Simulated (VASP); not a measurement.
Wanted: the native input for a VASP 6.6.1 run.

```yaml
Task: single point
Functional: PBE
Potentials_or_basis: VASP PAW PBE potentials, release 64 (Hf_pv, O)
Cutoff: 520 eV
k_mesh: 4 × 4 × 2
Occupations: gaussian, width 0.1 eV
Spin: no spin polarisation
Dipole_correction: no
Further_INCAR_settings: ALGO = Normal; EDIFF = 1e-06; NBANDS = 56
```

The structure of HfO2 lies in POSCAR:

```
HfO2
1.0
   -4.0185170366      0.0001041146      0.0005853057
    2.0099961140      2.0082306939     -5.3241079358
    0.0002009690     -8.0371262619     -0.0014817632
Hf O
4 8
Direct
   -0.0000871305      0.0000013997     -0.0000580864
    0.9999189623     -0.0000031538      0.4999409512
    0.7500805456      0.5000039321      0.6250573909
    0.7500831858      0.4999981758      0.1250595407
    0.2017137628      0.4033069335      0.6009358340
    0.2017041884      0.4033072244      0.1009567906
    0.5482924367      0.0966945259      0.5240566894
    0.5482834681      0.0966899328      0.0240492939
    0.9514947461      0.9033164246      0.7257903630
    0.9515036132      0.9033125023      0.2257873133
    0.7985071584      0.5966841976      0.8992127180
    0.7985050630      0.5966879050      0.3992112013
```

The input as run:

INCAR

```
SYSTEM = HfO2
PREC     = Accurate       ! precision mode
ENCUT    = 520            ! plane-wave cutoff, eV
EDIFF    = 1E-6           ! SCF threshold, eV
ISMEAR   = 0              ! smearing method
SIGMA    = 0.1            ! smearing width, eV
LREAL    = .FALSE.        ! projectors in reciprocal space
LASPH    = .TRUE.         ! aspherical terms in the spheres
NELM     = 100            ! most SCF steps
ALGO     = Normal         ! electronic algorithm
ISIF     = 2              ! what is computed and relaxed
LWAVE    = .FALSE.        ! write WAVECAR
LCHARG   = .FALSE.        ! write CHGCAR
GGA      = PE             ! functional
NBANDS   = 56             ! bands
```

KPOINTS

```
Automatic mesh
0
G
  4 4 2
  0 0 0
```

Potentials or basis: VASP PAW PBE potentials, release 64 (Hf_pv, O).

Run with:

```sh
$ cat potpaw_PBE.64/Hf_pv/POTCAR potpaw_PBE.64/O/POTCAR > POTCAR
$ mpirun -np 1 vasp_std > vasp.out
```

Results of the run:

| Quantity | Value |
| --- | --- |
| Pressure | -2.4 GPa |
| Largest force | 0.048 eV/Å |
| Band gap on the k mesh | 4.42 eV |

Caveat: spin-orbit coupling is left out, which moves the levels of the heavy elements.

Wall time 4 min on 1 thread of Intel(R) Xeon(R) Platinum 8259CL CPU @ 2.50GHz (Skylake/Cascade Lake), on a shared host, peak memory 0.35 GiB.
